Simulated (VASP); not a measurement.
# Rh (Cmce) in VASP: single point with r2SCAN

Aim: the single point of Rh with r2SCAN.

All numbers are computed with VASP 6.6.1; they aren't measurements. Logs are shortened: lines on timing, memory, paths and dates and some standing lists are left out, and cuts for length are marked.

### 1 The cell of the first run

The typed cell holds 4 atoms: a = 4.618 Å, b = 4.618 Å, c = 3.783 Å, α = 90.00°, β = 90.00°, γ = 131.53°.

### 2 Single point, r2SCAN

POSCAR

```
Rh
1.0
    1.8955930161     -4.2110663180      0.0000000000
    1.8955930161      4.2110663180      0.0000000000
    0.0000000000      0.0000000000      3.7827731897
Rh
4
Direct
    0.1428588570      0.8571411430      0.0001579210
    0.6428588570      0.3571411430      0.4998420790
    0.8571411430      0.1428588570      0.9998420790
    0.3571411430      0.6428588570      0.5001579210
```

INCAR.step1

```
SYSTEM = Rh
PREC = Accurate
ENCUT = 520
ISMEAR = 0
SIGMA = 0.1
LREAL = .False.
LASPH = .True.
NELM = 60
NBANDS = 38
GGA = PE
ALGO = Normal
EDIFF = 1E-4
LWAVE = .True.
LCHARG = .False.
```

INCAR.step2

```
SYSTEM = Rh
PREC = Accurate
ENCUT = 520
EDIFF = 1E-7
ISMEAR = 0
SIGMA = 0.1
LREAL = .False.
LASPH = .True.
NELM = 60
ALGO = Normal
ISIF = 2
LWAVE = .False.
LCHARG = .False.
METAGGA = R2SCAN
LMIXTAU = .True.
NBANDS = 38
ISTART = 1
```

KPOINTS

```
regular mesh
0
Gamma
  6 6 4
  0 0 0
```

Potentials or basis: VASP PAW PBE potentials, release 64 (Rh_pv).

Started as:

```console
> cat potpaw_PBE.64/Rh_pv/POTCAR > POTCAR
> cp INCAR.step1 INCAR
> mpirun -np 1 vasp_std > vasp.out
> cp INCAR.step2 INCAR
> mpirun -np 1 vasp_std > vasp.out
```

OUTCAR:

```text
SYSTEM = Rh
   PREC = Accurate
   ENCUT = 520
   EDIFF = 1E-7
   ISMEAR = 0
   LREAL = .False.
   LASPH = .True.
   NELM = 60
   ISIF = 2
   METAGGA = R2SCAN
   ISTART = 1

 ion  position               nearest neighbor table
   1  0.143  0.857  0.000-   3 2.41   4 2.61   4 2.61   3 2.62   3 2.62   2 2.68   2 2.68   2 2.68
                             2 2.68
   2  0.643  0.357  0.500-   4 2.41   3 2.61   3 2.61   4 2.62   4 2.62   1 2.68   1 2.68   1 2.68
                             1 2.68
   3  0.857  0.143  1.000-   1 2.41   2 2.61   2 2.61   1 2.62   1 2.62   4 2.68   4 2.68   4 2.68
                             4 2.68
   4  0.357  0.643  0.500-   2 2.41   1 2.61   1 2.61   2 2.62   2 2.62   3 2.68   3 2.68   3 2.68
                             3 2.68

  LATTYP: Found a base centered orthorhombic cell.
 ALAT       =     3.7911860322
 B/A-ratio  =     2.2215033935
 C/A-ratio  =     0.9977809471

  Lattice vectors:

 A1 = (   1.8955930161,  -4.2110663180,   0.0000000000)
 A2 = (   1.8955930161,   4.2110663180,   0.0000000000)
 A3 = (   0.0000000000,   0.0000000000,   3.7827731897)

Analysis of symmetry for initial positions (statically):
=====================================================================
 Subroutine PRICEL returns:
 Original cell was already a primitive cell.

 Routine SETGRP: Setting up the symmetry group for a
 base centered orthorhombic supercell.

 Subroutine GETGRP returns: Found  8 space group operations
 (whereof  4 operations were pure point group operations)
 out of a pool of  8 trial point group operations.

The static configuration has the point symmetry C_2h.
 The point group associated with its full space group is D_2h.

Analysis of symmetry for dynamics (positions and initial velocities):
=====================================================================
 Subroutine PRICEL returns:
 Original cell was already a primitive cell.

 Routine SETGRP: Setting up the symmetry group for a
 base centered orthorhombic supercell.

 Subroutine GETGRP returns: Found  8 space group operations
 (whereof  4 operations were pure point group operations)
 out of a pool of  8 trial point group operations.

The dynamic configuration has the point symmetry C_2h.
 The point group associated with its full space group is D_2h.

 Subroutine INISYM returns: Found  8 space group operations
 (whereof  4 operations are pure point group operations),
 and found     1 'primitive' translations

----------------------------------------------------------------------------------------

                                     Primitive cell

  volume of cell :      60.3917

  direct lattice vectors                    reciprocal lattice vectors
     1.895593016 -4.211066318  0.000000000     0.263769699 -0.118734772  0.000000000
     1.895593016  4.211066318  0.000000000     0.263769699  0.118734772  0.000000000
     0.000000000  0.000000000  3.782773190     0.000000000  0.000000000  0.264356320

  length of vectors
     4.618046385  4.618046385  3.782773190     0.289261820  0.289261820  0.264356320

  position of ions in fractional coordinates (direct lattice)
     0.142858857  0.857141143  0.000157921
     0.642858857  0.357141143  0.499842079
     0.857141143  0.142858857  0.999842079
     0.357141143  0.642858857  0.500157921

  ion indices of the primitive-cell ions
   primitive index   ion index
                 1           1
                 2           2
                 3           3
                 4           4

----------------------------------------------------------------------------------------

 KPOINTS: regular mesh

Automatic generation of k-mesh.
 Grid dimensions read from file:
 generate k-points for:    6    6    4

 Generating k-lattice:

  Cartesian coordinates                     Fractional coordinates (reciprocal lattice)
     0.043961617 -0.019789129  0.000000000     0.166666667  0.000000000  0.000000000
     0.043961617  0.019789129  0.000000000     0.000000000  0.166666667  0.000000000
     0.000000000  0.000000000  0.066089080     0.000000000  0.000000000  0.250000000

  Length of vectors
     0.048210303  0.048210303  0.066089080

  Shift w.r.t. Gamma in fractional coordinates (k-lattice)
     0.000000000  0.000000000  0.000000000

 Subroutine IBZKPT returns following result:
 ===========================================

 Found     39 irreducible k-points:

 Following reciprocal coordinates:
            Coordinates               Weight
  0.000000  0.000000  0.000000      1.000000
  0.166667 -0.000000  0.000000      4.000000
  0.333333 -0.000000  0.000000      4.000000
  0.500000  0.000000  0.000000      2.000000
  0.166667  0.166667  0.000000      2.000000
  0.333333  0.166667  0.000000      4.000000
[... 16 lines left out ...]
  0.333333  0.333333  0.250000      4.000000
  0.500000  0.333333  0.250000      8.000000
 [... further k-points ...]
   k-points           NKPTS =     39   k-points in BZ     NKDIM =     39   number of bands    NBANDS=     38
   number of dos      NEDOS =    301   number of ions     NIONS =      4
   total plane-waves  NPLWV =  36288
   dimension x,y,z NGX =    36 NGY =   36 NGZ =   28
   dimension x,y,z NGXF=    72 NGYF=   72 NGZF=   56
   ions per type =               4
   NGX,Y,Z   is equivalent  to a cutoff of  12.96, 12.96, 12.31 a.u.
   NGXF,Y,Z  is equivalent  to a cutoff of  25.92, 25.92, 24.61 a.u.
 SYSTEM =  Rh
   PREC   = accura    normal or accurate (medium, high low for compatibility)
   ISTART =      1    job   : 0-new  1-cont  2-samecut
   ICHARG =      0    charge: 1-file 2-atom 10-const
   ISPIN  =      1    spin polarized calculation?
   LNONCOLLINEAR =      F non collinear calculations
   LSORBIT =      F    spin-orbit coupling
   LASPH  =      T    aspherical Exc in radial PAW
   ENCUT  =  520.0 eV  38.22 Ry    6.18 a.u.   8.59  8.59  7.03*2*pi/ulx,y,z
   NELM   =     60;   NELMIN=  2; NELMDL=  0     # of ELM steps
   EDIFF  = 0.1E-06   stopping-criterion for ELM
   LREAL  =      F    real-space projection
   EDIFFG = 0.1E-05   stopping-criterion for IOM
   NSW    =      0    number of steps for IOM
   IBRION =     -1    ionic relax: 0-MD 1-quasi-New 2-CG
   NFREE  =      0    steps in history (QN), initial steepest desc. (CG)
   ISIF   =      2    stress and relaxation
   ISYM   =      2    0-nonsym 1-usesym 2-fastsym
   POTIM  = 0.5000    time-step for ionic-motion
   TEBEG  =    0.0;   TEEND  =   0.0 temperature during run
   PSTRESS=    0.0 pullay stress
   NELECT =      60.0000    total number of electrons
   NUPDOWN=      -1.0000    fix difference up-down
   EMIN   =  10.00;   EMAX   =-10.00  energy-range for DOS
   EFERMI =   0.00;   METHOD = LEGACY
   ISMEAR =     0;   SIGMA  =   0.10  broadening in eV -4-tet -1-fermi 0-gaus
   EFERMI_NEDOS =   21; number of points for ismear=-14 and -15
   IALGO  =     38    algorithm
   IMIX   =      4    mixing-type and parameters
     AMIX     =   0.40;   BMIX     =  1.00
     AMIX_MAG =   1.60;   BMIX_MAG =  1.00
  volume/ion in A,a.u.               =      15.10       101.89
  Fermi-wavevector in a.u.,A,eV,Ry     =   1.633551  3.086964 36.307005  2.668490
  Thomas-Fermi vector in A             =   2.725337
   LORBIT       =      0    0 simple, 1 ext, 2 COOP (PROOUT), +10 PAW based schemes
   METAGGA = R2SCAN    functional components
   LHFCALC =     F    Hartree Fock is set to
   AEXX    =    0.0000 exact exchange contribution
   IVDW    =     0    specifies the selected vdW correction
   LEPSILON=     F    determine dielectric tensor
   LRPA    =     F    only Hartree local field effects (RPA)
 non-spin polarized calculation
 Gauss-broadening in eV      SIGMA  =   0.10
  energy-cutoff  :      520.00
  volume of cell :       60.39
 maximum number of plane-waves:      1662
 NGX is ok and might be reduce to    36
   NGX = 17   NGY = 17   NGZ = 15

 number of electron      60.0000013 magnetization

 Free energy of the ion-electron system (eV)
  ---------------------------------------------------
  ext. energy  EPLUGINS =         0.00000000
  ---------------------------------------------------
  free energy    TOTEN  =       -95.17706387 eV

  energy without entropy =      -95.14780518  energy(sigma->0) =      -95.16243452

 E-fermi :  10.3157     XC(G=0): -14.3254

 val. band max:       10.2984148273   @ k =   0.5000   0.1667   0.0000
 cond. band min:      10.3207364397   @ k =   0.5000   0.0000   0.0000
 fundamental gap:      0.0223216124
 Fermi energy:        10.3156671735

 k-point     1 :       0.0000    0.0000    0.0000
  band No.  band energies     occupation
      1     -38.4858      2.00000
      2     -38.1635      2.00000
      3     -38.1279      2.00000
      4     -38.0443      2.00000
      5     -37.7986      2.00000
      6     -37.7408      2.00000
[... 30 lines left out ...]
     37      19.7071      0.00000
     38      20.6585      0.00000

 k-point     2 :       0.1667   -0.0000    0.0000
  band No.  band energies     occupation
      1     -38.4538      2.00000
      2     -38.1722      2.00000
      3     -38.0950      2.00000
      4     -38.0232      2.00000
      5     -37.7723      2.00000
      6     -37.7234      2.00000
[... 30 lines left out ...]
     37      18.1282      0.00000
     38      20.2456      0.00000

 k-point     3 :       0.3333   -0.0000    0.0000
  band No.  band energies     occupation
      1     -38.3715      2.00000
      2     -38.2054      2.00000
      3     -38.0046      2.00000
      4     -37.9564      2.00000
      5     -37.7538      2.00000
      6     -37.7462      2.00000
[... 30 lines left out ...]
     37      18.8714      0.00000
[... 781 lines left out ...]
 k-point    23 :       0.3333    0.3333    0.2500
  band No.  band energies     occupation
      1     -38.3072      2.00000
      2     -38.1920      2.00000
      3     -38.0183      2.00000
      4     -37.9314      2.00000
      5     -37.9164      2.00000
      6     -37.8167      2.00000
[... 30 lines left out ...]
     37      17.2166      0.00000
     38      18.6746      0.00000

 k-point    24 :       0.5000    0.3333    0.2500
  band No.  band energies     occupation
      1     -38.2330      2.00000
      2     -38.1591      2.00000
      3     -38.0339      2.00000
      4     -37.9732      2.00000
      5     -37.8892      2.00000
      6     -37.7353      2.00000
[... 30 lines left out ...]
     37      16.9410      0.00000
     38      21.0289      0.00000

 [... further k-points ...]

------------------------ aborting loop because EDIFF is reached ----------------------------------------

  FORCE on cell =-STRESS in cart. coord.  units (eV):
  Direction    XX          YY          ZZ          XY          YZ          ZX
  --------------------------------------------------------------------------------------
  -------------------------------------------------------------------------------------
  Total        0.3973412      0.6182180      0.3948866      0.0000000     -0.0000000      0.0000000
  in kB       10.5413620     16.4011681     10.4762422      0.0000000     -0.0000000      0.0000000
  external PRESSURE =      12.4729241 kB  Pullay stress =       0.0000000 kB

 VOLUME and BASIS-vectors are now :
 -----------------------------------------------------------------------------
  energy-cutoff  :      520.00
  volume of cell :       60.39
      direct lattice vectors                 reciprocal lattice vectors
     1.895593016 -4.211066318  0.000000000     0.263769699 -0.118734772  0.000000000
     1.895593016  4.211066318  0.000000000     0.263769699  0.118734772  0.000000000
     0.000000000  0.000000000  3.782773190     0.000000000  0.000000000  0.264356320

 POSITION                                       TOTAL-FORCE (eV/Angst)
 -----------------------------------------------------------------------------------
      1.89559      3.00789      0.00060         0.000000     -0.006479     -0.007255
      1.89559     -1.20318      1.89079         0.000000     -0.006479      0.007255
      1.89559     -3.00789      3.78218         0.000000      0.006479      0.007255
      1.89559      1.20318      1.89198         0.000000      0.006479     -0.007255
 -----------------------------------------------------------------------------------
    total drift:                               -0.000000      0.000000     -0.000000

  FREE ENERGIE OF THE ION-ELECTRON SYSTEM (eV)
  ---------------------------------------------------
  free  energy   TOTEN  =       -95.1770638666 eV

  energy  without entropy=      -95.1478051769  energy(sigma->0) =      -95.16243452
```

Run time: 9.3 min. Hardware: 1 thread of AMD EPYC 7R13, shared host; peak memory 0.2 GiB.

What came out:

* Free energy: -95.1771 eV
* Pressure: 1.2 GPa
* Largest force: 0.010 eV/Å
* Band gap on the k mesh: zero (bands 30 and 31 overlap by 1.69 eV)

Forces on the atoms (eV/Å):
```
Rh   0.000 -0.006 -0.007
Rh   0.000 -0.006  0.007
Rh   0.000  0.006  0.007
Rh   0.000  0.006 -0.007
```

Stress tensor (GPa, compression positive):
```
1.05 0.00 0.00
0.00 1.64 0.00
0.00 0.00 1.05
```

Levels at points of the mesh, in eV from the Fermi level:
```
           k point  band 26  band 27  band 28  band 29  band 30  band 31  band 32  band 33  band 34  band 35
(0.00, 0.00, 0.00)    -0.96    -0.96    -0.77     0.30     0.48     1.07     1.10     1.24     2.49     4.13
(0.50, 0.00, 0.00)    -1.92    -1.83    -1.83    -0.99    -0.99     0.01     0.01     0.50     0.50     5.03
(0.50, 0.50, 0.00)    -0.60    -0.07     0.28     0.30     0.86     0.87     1.08     1.11     1.23     4.09
(0.00, 0.00, 0.50)    -1.89    -1.72    -1.72    -1.41    -1.41    -0.83    -0.83    -0.13    -0.13     8.40
(0.50, 0.00, 0.50)    -1.45    -1.41    -1.41    -0.53    -0.53     0.36     0.36     2.47     2.47     3.98
(0.50, 0.50, 0.50)    -2.23    -1.76    -1.76    -0.44    -0.44     0.76     0.76     1.77     1.77     2.48
```

Caveat: the k points lie up to 0.42 Å⁻¹ apart, too coarse for converged energies and pressures of a metal; the PAW data sets were made with another functional, which shifts forces and pressure a little.
